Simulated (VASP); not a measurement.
# TaN: single point with PBEsol

Crystal: TaN.

```
CELL_PARAMETERS angstrom
2.88013 0.00000 0.00000
-1.44006 2.49427 0.00000
0.00000 0.00000 2.88762
ATOMIC_POSITIONS crystal
Ta 0.33333 0.66667 0.50000
N 0.00000 0.00000 0.00000
```

This cell differs from its parent crystal: biaxial strain in the a-b plane: -1.5 %, then relaxed in part.

```json
{
 "Program": "VASP 6.6.1",
 "Task": "single point",
 "Functional": "PBEsol",
 "Potentials or basis": "VASP PAW PBE potentials, release 64 (Ta_sv_GW, N)",
 "Cutoff": "700 eV",
 "k mesh": "24 × 24 × 18",
 "Occupations": "gaussian, width 0.1 eV",
 "Spin": "no spin polarisation",
 "Dipole correction": "no",
 "Further INCAR settings": "ALGO = Normal; EDIFF = 1e-06; NBANDS = 16"
}
```

The pressure is 8.9 GPa and the band gap on the k mesh is zero (bands 9 and 10 overlap by 0.37 eV).

Stress tensor (GPa, compression positive):
```
13.19  0.00  0.00
 0.00 13.19  0.00
 0.00  0.00  0.18
```

Levels at points of the mesh, in eV from the Fermi level:
```tsv
k point	band 6	band 7	band 8	band 9	band 10	band 11	band 12	band 13
(0.00, 0.00, 0.00)	-4.52	-4.52	-4.43	-3.05	2.71	3.67	3.67	4.20
(0.50, 0.00, 0.00)	-8.46	-5.54	-3.64	-3.08	3.08	4.50	5.32	5.79
(0.00, 0.00, 0.50)	-9.59	-3.66	-3.66	-0.11	-0.11	2.25	3.59	3.59
(0.50, 0.00, 0.50)	-7.51	-6.34	-5.72	-0.30	4.46	5.84	6.26	7.53
```

It took 3.9 min on 1 thread of AMD EPYC 7R43 64-Core Processor (Zen 3), on a shared host, peak memory 0.42 GiB.

Caveat: the cell differs from its parent crystal (biaxial strain in the a-b plane: -1.5 %, then relaxed in part); the stress differs along the axes, from 0 to 13 GPa; the PAW data sets were made with another functional, which shifts forces and pressure a little; spin-orbit coupling is left out, which moves the levels of the heavy elements.
